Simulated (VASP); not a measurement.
## Ni: single point with PBE

The system is Ni.

```
Ni
1.0
     0.00000    1.76895    1.76895
     1.76895    0.00000    1.76895
     3.53790    3.53790    0.00000
Ni
2
Direct
  0.00000 0.00000 0.00000
  0.00000 0.00000 0.50000
```

```yaml
Program: VASP 6.6.1
Task: single point
Functional: PBE
Potentials_or_basis: VASP PAW PBE potentials, release 64 (Ni)
Cutoff: 520 eV
k_mesh: 14 × 14 × 7
Occupations: gaussian, width 0.1 eV
Spin: collinear spin, ferromagnetic start
Starting_moments: "[0.74, 0.74] μB"
```

* Pressure: -3.2 GPa
* Net moment: 1.21 μB per cell
* Site moments: Ni +0.62 μB
* Valence electrons inside the program's atomic spheres: Ni 9.28

Levels at points of the mesh, in eV from the Fermi level:
Spin up:
```
           k point  band 9  band 10  band 11  band 12  band 13  band 14
(0.00, 0.00, 0.00)   -1.23    -0.59    -0.59    -0.26     5.55    22.08
(0.50, 0.00, 0.00)   -0.47    -0.47    -0.26     2.44     5.55     9.07
```
Spin down:
```
           k point  band 5  band 6  band 7  band 8  band 9  band 10  band 11  band 12  band 13  band 14
(0.00, 0.00, 0.00)   -1.65   -1.65   -1.65   -0.66   -0.66    -0.33     0.14     0.14     5.95    21.93
(0.50, 0.00, 0.00)   -1.76   -0.33    0.05    0.14    0.14     0.37     0.37     2.39     5.95     9.30
```

It took 57 s on 1 thread of Intel(R) Xeon(R) 6975P-C (Granite Rapids), with other jobs on the host, peak memory 0.21 GiB.

Caveat: the cell stands under tension.
